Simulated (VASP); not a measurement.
# NiO (Fm-3m) in VASP: settings compared

The runs below take NiO through single point, with LDA+U, PBE+U.

All numbers are computed with VASP 6.6.1; they aren't measurements. Logs are shortened: lines on timing, memory, paths and dates and some standing lists are left out, and cuts for length are marked.

## 1. The cell of the first run

Symmetry: Fm-3m, No. 225, cubic system. The conventional cell has a = 4.124 Å, b = 4.124 Å, c = 4.124 Å, α = 90.00°, β = 90.00°, γ = 90.00°. Ni (site symmetry m-3m) has 6 O at 2.06 Å within 2.7 Å. Within 2.7 Å of O (site symmetry m-3m) lie 6 Ni at 2.06 Å.

## 2. Single point, LDA+U, collinear spin, ferromagnetic start (8.77 Å³/atom)

INCAR reads:

```
PREC = Accurate ; ENCUT = 600
EDIFF = 1E-6 ; ISMEAR = 0
SIGMA = 0.05 ; LREAL = False
LASPH = True ; NELM = 200
ALGO = Normal ; ISIF = 2
LWAVE = False ; LCHARG = False
ISPIN = 2 ; MAGMOM = 1.85 0.27
LORBIT = 11 ; LMAXMIX = 4
LDAU = True ; LDAUTYPE = 2
LDAUL = 2 -1 ; LDAUU = 6.2 0
LDAUJ = 0 0 ; LDAUPRINT = 1
GGA = CA ; NBANDS = 19
GGA_COMPAT = False
```

KPOINTS reads:

```
Automatic mesh
0
Gamma
  10 10 10
```

POSCAR reads:

```
NiO
1.0
    0.0000000000      2.0621455533      2.0621455533
    2.0621455533      0.0000000000      2.0621455533
    2.0621455533      2.0621455533      0.0000000000
Ni O
1 1
Direct
    0.0000000000      0.0000000000      0.0000000000
    0.5000000000      0.5000000000      0.5000000000
```

Potentials or basis: VASP PAW LDA potentials, release 64 (Ni, O).

Run with:

```
> cat potpaw_LDA.64/Ni/POTCAR potpaw_LDA.64/O/POTCAR > POTCAR
> mpirun -np 1 vasp_std > vasp.out
```

OUTCAR:

```text
PREC = Accurate
   ENCUT = 600
   EDIFF = 1E-6
   ISMEAR = 0
   LREAL = False
   LASPH = True
   NELM = 200
   ISIF = 2
   ISPIN = 2
   LORBIT = 11
   GGA = CA

 ion  position               nearest neighbor table
   1  0.000  0.000  0.000-   2 2.06   2 2.06   2 2.06   2 2.06   2 2.06   2 2.06
   2  0.500  0.500  0.500-   1 2.06   1 2.06   1 2.06   1 2.06   1 2.06   1 2.06

  LATTYP: Found a face centered cubic cell.
 ALAT       =     4.1242911066

  Lattice vectors:

 A1 = (   0.0000000000,   2.0621455533,   2.0621455533)
 A2 = (   2.0621455533,   0.0000000000,   2.0621455533)
 A3 = (   2.0621455533,   2.0621455533,   0.0000000000)

Analysis of symmetry for initial positions (statically):
=====================================================================
 Subroutine PRICEL returns:
 Original cell was already a primitive cell.

 Routine SETGRP: Setting up the symmetry group for a
 face centered cubic supercell.

 Subroutine GETGRP returns: Found 48 space group operations
 (whereof 48 operations were pure point group operations)
 out of a pool of 48 trial point group operations.

The static configuration has the point symmetry O_h .

Analysis of symmetry for dynamics (positions and initial velocities):
=====================================================================
 Subroutine PRICEL returns:
 Original cell was already a primitive cell.

 Routine SETGRP: Setting up the symmetry group for a
 face centered cubic supercell.

 Subroutine GETGRP returns: Found 48 space group operations
 (whereof 48 operations were pure point group operations)
 out of a pool of 48 trial point group operations.

The dynamic configuration has the point symmetry O_h .

Analysis of structural, dynamic, and magnetic symmetry:
=====================================================================
 Subroutine PRICEL returns:
 Original cell was already a primitive cell.

 Routine SETGRP: Setting up the symmetry group for a
 face centered cubic supercell.
[... 170 lines left out ...]
  o =  0.1693  v =  0.0000  0.0000  0.0000  0.0000  0.0000  0.0000 -0.0000  0.5226 -0.0000 -0.8526      0.0000  0.0000  0.0000  0.0000  0.0000  0.0000  0.0000  0.0000  0.0000  0.0000
  o =  0.9827  v =  0.0000  0.0000  0.0000  0.0000  0.0000  1.0000  0.0000  0.0000  0.0000  0.0000      0.0000  0.0000  0.0000  0.0000  0.0000  0.0000  0.0000  0.0000  0.0000  0.0000
  o =  0.9827  v =  0.0000  0.0000  0.0000  0.0000  0.0000  0.0000 -0.9941  0.0000  0.1087  0.0000      0.0000  0.0000  0.0000  0.0000  0.0000  0.0000  0.0000  0.0000  0.0000  0.0000
  o =  0.9827  v =  0.0000  0.0000  0.0000  0.0000  0.0000  0.0000 -0.1087 -0.0000 -0.9941  0.0000      0.0000  0.0000  0.0000  0.0000  0.0000  0.0000  0.0000  0.0000  0.0000  0.0000
  o =  0.9844  v =  1.0000  0.0000  0.0000  0.0000  0.0000  0.0000  0.0000  0.0000  0.0000  0.0000      0.0000  0.0000  0.0000  0.0000  0.0000  0.0000  0.0000  0.0000  0.0000  0.0000
  o =  0.9844  v =  0.0000 -1.0000  0.0000 -0.0003  0.0000  0.0000  0.0000  0.0000  0.0000  0.0000      0.0000  0.0000  0.0000  0.0000  0.0000  0.0000  0.0000  0.0000  0.0000  0.0000
  o =  0.9844  v =  0.0000  0.0003  0.0000 -1.0000 -0.0000  0.0000  0.0000  0.0000  0.0000  0.0000      0.0000  0.0000  0.0000  0.0000  0.0000  0.0000  0.0000  0.0000  0.0000  0.0000
  o =  1.0453  v =  0.0000 -0.0000 -1.0000 -0.0000 -0.0014  0.0000  0.0000  0.0000  0.0000  0.0000      0.0000  0.0000  0.0000  0.0000  0.0000  0.0000  0.0000  0.0000  0.0000  0.0000
  o =  1.0453  v =  0.0000  0.0000 -0.0014 -0.0000  1.0000  0.0000  0.0000  0.0000  0.0000  0.0000      0.0000  0.0000  0.0000  0.0000  0.0000  0.0000  0.0000  0.0000  0.0000  0.0000

 number of electron      15.9999988 magnetization       2.0000024

 Free energy of the ion-electron system (eV)
  ---------------------------------------------------
  ext. energy  EPLUGINS =         0.00000000
  ---------------------------------------------------
  free energy    TOTEN  =       -11.66478390 eV

  energy without entropy =      -11.66478390  energy(sigma->0) =      -11.66478390

 E-fermi :   7.3361     XC(G=0): -13.3716

 val. band max:        7.0686001924   @ k =   0.5000   0.0000   0.0000
 cond. band min:       8.7679204716   @ k =   0.0000   0.0000   0.0000
 fundamental gap:      1.6993202792
 Fermi energy:         7.3360691631

 spin component 1

 k-point     1 :       0.0000    0.0000    0.0000
  band No.  band energies     occupation
      1     -12.0392      1.00000
      2       1.1219      1.00000
      3       1.1219      1.00000
      4       2.0148      1.00000
      5       2.0148      1.00000
      6       2.0148      1.00000
[... 1049 lines left out ...]
     18      41.0102      0.00000
     19      41.1750      0.00000

 [... further k-points ...]

------------------------ aborting loop because EDIFF is reached ----------------------------------------

  FORCE on cell =-STRESS in cart. coord.  units (eV):
  Direction    XX          YY          ZZ          XY          YZ          ZX
  --------------------------------------------------------------------------------------
  -------------------------------------------------------------------------------------
  Total       -1.1167062     -1.1167062     -1.1167062      0.0000000     -0.0000000     -0.0000000
  in kB     -102.0144211   -102.0144211   -102.0144211      0.0000000     -0.0000000     -0.0000000
  external PRESSURE =    -102.0144211 kB  Pullay stress =       0.0000000 kB

 VOLUME and BASIS-vectors are now :
 -----------------------------------------------------------------------------
  energy-cutoff  :      600.00
  volume of cell :       17.54
      direct lattice vectors                 reciprocal lattice vectors
     0.000000000  2.062145553  2.062145553    -0.242465911  0.242465911  0.242465911
     2.062145553  0.000000000  2.062145553     0.242465911 -0.242465911  0.242465911
     2.062145553  2.062145553  0.000000000     0.242465911  0.242465911 -0.242465911

 POSITION                                       TOTAL-FORCE (eV/Angst)
 -----------------------------------------------------------------------------------
      0.00000      0.00000      0.00000         0.000000      0.000000      0.000000
      2.06215      2.06215      2.06215         0.000000      0.000000      0.000000
 -----------------------------------------------------------------------------------
    total drift:                                0.000000     -0.000000     -0.000000

  FREE ENERGIE OF THE ION-ELECTRON SYSTEM (eV)
  ---------------------------------------------------
  free  energy   TOTEN  =       -11.6647839006 eV

  energy  without entropy=      -11.6647839006  energy(sigma->0) =      -11.66478390

 total charge

# of ion       s       p       d       tot
------------------------------------------
    1        0.360   0.461   8.299   9.121
    2        1.530   3.472   0.000   5.003
--------------------------------------------------
tot          1.891   3.934   8.299  14.124

 magnetization (x)

# of ion       s       p       d       tot
------------------------------------------
    1        0.010   0.015   1.754   1.779
    2        0.021   0.191   0.000   0.211
--------------------------------------------------
tot          0.031   0.205   1.754   1.990
```

stdout:

```text
POSCAR found type information on POSCAR NiO
 POSCAR found :  2 types and       2 ions
 scaLAPACK will be used
 LDA part: xc-table for (Slater(with rela. corr.)+CA(PZ))
 , standard interpolation
 POSCAR, INCAR and KPOINTS ok, starting setup
 FFT: planning ... GRIDC
 FFT: planning ... GRID_SOFT
 FFT: planning ... GRID
 WAVECAR not read
 entering main loop
```

Wall time 23 s (1 thread of Intel Xeon 8259CL, shared host); peak memory 0.16 GiB.

Results:

```yaml
Free_energy: -11.6648 eV
Pressure: -10.2 GPa
Band_gap_on_the_k_mesh: 1.70 eV (least direct gap 2.49 eV)
Net_moment: 2.00 μB per cell
Site_moments: Ni +1.78; O +0.21 μB
Valence_electrons_inside_the_program's_atomic_spheres: Ni 9.12; O 5.00
```

Eigenvalues of the final occupation matrices:
```csv
site,spin,trace,eigenvalues
site 1 d,1,5.04,0.98 0.98 0.98 1.05 1.05
site 1 d,2,3.29,0.17 0.17 0.98 0.98 0.98
```

Caveat: the cell stands under tension; a cell with one magnetic atom can't hold antiferromagnetic order, which such compounds often take.

## 3. Single point, LDA+U, collinear spin, ferromagnetic start (8.89 Å³/atom)

This run uses another cell than the first one, of 8.89 Å³/atom.

INCAR reads:

```
PREC = Accurate ; ENCUT = 600
EDIFF = 1E-6 ; ISMEAR = 0
SIGMA = 0.05 ; LREAL = F
LASPH = T ; NELM = 200
ALGO = Normal ; ISIF = 2
LWAVE = F ; LCHARG = T
ISPIN = 2 ; MAGMOM = 1.85 0.27
LORBIT = 11 ; LMAXMIX = 4
LDAU = T ; LDAUTYPE = 2
LDAUL = 2 -1 ; LDAUU = 6.2 0
LDAUJ = 0 0 ; LDAUPRINT = 1
GGA = CA ; LELF = T
LVHAR = T ; NBANDS = 19
GGA_COMPAT = F
```

KPOINTS reads:

```
regular mesh
0
Gamma
  10 10 10
```

POSCAR reads:

```
NiO
1.0
    0.0000000000      2.0714070722      2.0714070722
    2.0714070722      0.0000000000      2.0714070722
    2.0714070722      2.0714070722      0.0000000000
Ni O
1 1
Direct
    0.0000000000      0.0000000000      0.0000000000
    0.5000000000      0.5000000000      0.5000000000
```

Potentials or basis: VASP PAW LDA potentials, release 64 (Ni, O).

Run with:

```
> cat potpaw_LDA.64/Ni/POTCAR potpaw_LDA.64/O/POTCAR > POTCAR
> mpirun -np 1 vasp_std > vasp.out
```

OUTCAR:

```text
PREC = Accurate
   ENCUT = 600
   EDIFF = 1E-6
   ISMEAR = 0
   LREAL = F
   LASPH = T
   NELM = 200
   ISIF = 2
   ISPIN = 2
   LORBIT = 11
   GGA = CA

 ion  position               nearest neighbor table
   1  0.000  0.000  0.000-   2 2.07   2 2.07   2 2.07   2 2.07   2 2.07   2 2.07
   2  0.500  0.500  0.500-   1 2.07   1 2.07   1 2.07   1 2.07   1 2.07   1 2.07

  LATTYP: Found a face centered cubic cell.
 ALAT       =     4.1428141444

  Lattice vectors:

 A1 = (   0.0000000000,   2.0714070722,   2.0714070722)
[... 1307 lines left out ...]
  external PRESSURE =    -126.6328202 kB  Pullay stress =       0.0000000 kB

 VOLUME and BASIS-vectors are now :
 -----------------------------------------------------------------------------
  energy-cutoff  :      600.00
  volume of cell :       17.78
      direct lattice vectors                 reciprocal lattice vectors
     0.000000000  2.071407072  2.071407072    -0.241381816  0.241381816  0.241381816
     2.071407072  0.000000000  2.071407072     0.241381816 -0.241381816  0.241381816
     2.071407072  2.071407072  0.000000000     0.241381816  0.241381816 -0.241381816

 POSITION                                       TOTAL-FORCE (eV/Angst)
 -----------------------------------------------------------------------------------
      0.00000      0.00000      0.00000         0.000000      0.000000      0.000000
      2.07141      2.07141      2.07141         0.000000      0.000000      0.000000
 -----------------------------------------------------------------------------------
    total drift:                                0.000000     -0.000000     -0.000000

  FREE ENERGIE OF THE ION-ELECTRON SYSTEM (eV)
  ---------------------------------------------------
  free  energy   TOTEN  =       -11.6486081524 eV

  energy  without entropy=      -11.6486081524  energy(sigma->0) =      -11.64860815

 total charge

# of ion       s       p       d       tot
------------------------------------------
    1        0.356   0.450   8.286   9.092
    2        1.531   3.465   0.000   4.995
--------------------------------------------------
tot          1.887   3.915   8.286  14.087

 magnetization (x)

# of ion       s       p       d       tot
------------------------------------------
    1        0.010   0.014   1.755   1.779
    2        0.020   0.189   0.000   0.209
--------------------------------------------------
tot          0.030   0.203   1.755   1.989
```

OSZICAR:

```text
N       E                     dE             d eps       ncg     rms          rms(c)
DAV:   1     0.963768366315E+02    0.96377E+02   -0.79019E+03  3791   0.120E+03
DAV:   2    -0.492283652151E+01   -0.10130E+03   -0.88264E+02  3708   0.259E+02
DAV:   3    -0.114277734259E+02   -0.65049E+01   -0.63260E+01  4035   0.651E+01
DAV:   4    -0.114882468504E+02   -0.60473E-01   -0.60426E-01  3957   0.622E+00
DAV:   5    -0.114889031891E+02   -0.65634E-03   -0.65630E-03  3955   0.631E-01    0.165E+01
DAV:   6    -0.114287379934E+02    0.60165E-01   -0.11866E+01  3839   0.670E+01    0.200E+01
DAV:   7    -0.113882278817E+02    0.40510E-01   -0.11422E+00  3929   0.265E+01    0.978E+00
DAV:   8    -0.115609430604E+02   -0.17272E+00   -0.16798E-01  4269   0.407E+00    0.584E+00
DAV:   9    -0.116424518219E+02   -0.81509E-01   -0.47695E-02  4228   0.649E+00    0.508E-01
DAV:  10    -0.116480382075E+02   -0.55864E-02   -0.20144E-02  4458   0.181E+00    0.501E-01
DAV:  11    -0.116481310733E+02   -0.92866E-04   -0.25152E-03  4343   0.913E-01    0.154E-01
DAV:  12    -0.116485570030E+02   -0.42593E-03   -0.27513E-04  3778   0.572E-01    0.505E-02
DAV:  13    -0.116486058405E+02   -0.48838E-04   -0.82868E-05  4801   0.155E-01    0.135E-02
DAV:  14    -0.116486081389E+02   -0.22983E-05   -0.17267E-05  3971   0.340E-02    0.571E-03
DAV:  15    -0.116486081524E+02   -0.13561E-07   -0.27468E-07  2210   0.936E-03
   1 F= -.11648608E+02 E0= -.11648608E+02  d E =-.436059E-17  mag=     2.0000
```

Wall time 21 s (1 thread of Intel Xeon 8259CL, shared host); peak memory 0.15 GiB.

Results:

```
Free energy                                           : -11.6486 eV
Pressure                                              : -12.7 GPa
Band gap on the k mesh                                : 1.73 eV (least direct gap 2.49 eV)
Net moment                                            : 2.00 μB per cell
Site moments                                          : Ni +1.78; O +0.21 μB
Valence electrons inside the program's atomic spheres : Ni 9.09; O 5.00
```

Eigenvalues of the final occupation matrices:
| site | spin | trace | eigenvalues |
| --- | --- | --- | --- |
| site 1 d | 1 | 5.04 | 0.98 0.98 0.98 1.04 1.04 |
| site 1 d | 2 | 3.28 | 0.17 0.17 0.98 0.98 0.98 |

Caveat: the cell stands under tension; a cell with one magnetic atom can't hold antiferromagnetic order, which such compounds often take.

## 4. Single point, PBE+U, collinear spin, ferromagnetic start

This run uses another cell than the first one, of 9.15 Å³/atom.

INCAR reads:

```
PREC = Accurate ; ENCUT = 600
EDIFF = 1E-6 ; ISMEAR = 0
SIGMA = 0.05 ; LREAL = False
LASPH = True ; NELM = 200
ALGO = Normal ; ISIF = 2
LWAVE = False ; LCHARG = True
ISPIN = 2 ; MAGMOM = 2 0
LORBIT = 11 ; LMAXMIX = 4
LDAU = True ; LDAUTYPE = 2
LDAUL = 2 -1 ; LDAUU = 6.2 0
LDAUJ = 0 0 ; LDAUPRINT = 1
GGA = PE ; LELF = True
LVHAR = True ; NBANDS = 19
GGA_COMPAT = False
```

KPOINTS is that of step 3.

POSCAR reads:

```
NiO
1.0
    0.0000000000      2.0913095126      2.0913095126
    2.0913095126      0.0000000000      2.0913095126
    2.0913095126      2.0913095126      0.0000000000
Ni O
1 1
Direct
    0.0000000000      0.0000000000      0.0000000000
    0.5000000000      0.5000000000      0.5000000000
```

Potentials or basis: VASP PAW PBE potentials, release 64 (Ni, O).

Run with:

```
> cat potpaw_PBE.64/Ni/POTCAR potpaw_PBE.64/O/POTCAR > POTCAR
> mpirun -np 1 vasp_std > vasp.out
```

Wall time 27 s (1 thread of Intel Xeon 8259CL, shared host); peak memory 0.17 GiB.

Results (log left out):

```yaml
Free_energy: -10.1666 eV
Pressure: 1.6 GPa
Band_gap_on_the_k_mesh: 2.53 eV (least direct gap 3.17 eV)
Net_moment: 2.00 μB per cell
Site_moments: Ni +1.82; O +0.17 μB
Valence_electrons_inside_the_program's_atomic_spheres: Ni 8.99; O 5.03
```

Levels at points of the mesh, in eV from the valence-band top:
Spin up:
```csv
k point,band 7,band 8,band 9,band 10,band 11,band 12
"(0.00, 0.00, 0.00)",-1.40,-1.40,-1.40,2.72,17.88,17.88
"(0.50, 0.00, 0.00)",-3.10,0.00,0.00,6.75,11.12,14.99
"(0.50, 0.50, 0.00)",-4.18,-2.77,-2.77,7.04,11.50,11.92
```
Spin down:
```csv
k point,band 4,band 5,band 6,band 7,band 8,band 9,band 10,band 11
"(0.00, 0.00, 0.00)",-4.02,-1.06,-1.06,-1.06,2.53,2.53,3.07,18.15
"(0.50, 0.00, 0.00)",-4.04,-2.21,-1.98,-1.98,4.87,4.87,6.92,11.57
"(0.50, 0.50, 0.00)",-3.11,-3.11,-2.45,-2.45,2.98,3.43,7.68,11.79
```

Eigenvalues of the final occupation matrices:
| site | spin | trace | eigenvalues |
| --- | --- | --- | --- |
| site 1 d | 1 | 5.03 | 0.98 0.98 0.98 1.04 1.04 |
| site 1 d | 2 | 3.22 | 0.14 0.14 0.98 0.98 0.98 |

Caveat: a cell with one magnetic atom can't hold antiferromagnetic order, which such compounds often take. A k mesh can miss the band edges.

## 5. Summary

```tsv
level	potentials or basis	cell	gap on the mesh (eV)	pressure (GPa)	moment (μB)
LDA+U	VASP PAW LDA potentials, release 64 (Ni, O)	a = 2.916 Å, angles 60.0°, 2 atoms	1.70	-10.2	2.00
LDA+U	VASP PAW LDA potentials, release 64 (Ni, O)	a = 2.929 Å, angles 60.0°, 2 atoms	1.73	-12.7	2.00
PBE+U	VASP PAW PBE potentials, release 64 (Ni, O)	a = 2.958 Å, angles 60.0°, 2 atoms	2.53	1.6	2.00
```

Alike in all rows: task single point; spin collinear, ferromagnetic start; Ni d U = 6.2 eV; k mesh 10 × 10 × 10; cutoff (eV) 600; smearing gaussian 0.05 eV.

Caveats: a cell with one magnetic atom can't hold antiferromagnetic order, which such compounds often take; the cell stands under tension (at least some runs).

Absolute energies hang on the potentials; compare differences alone.
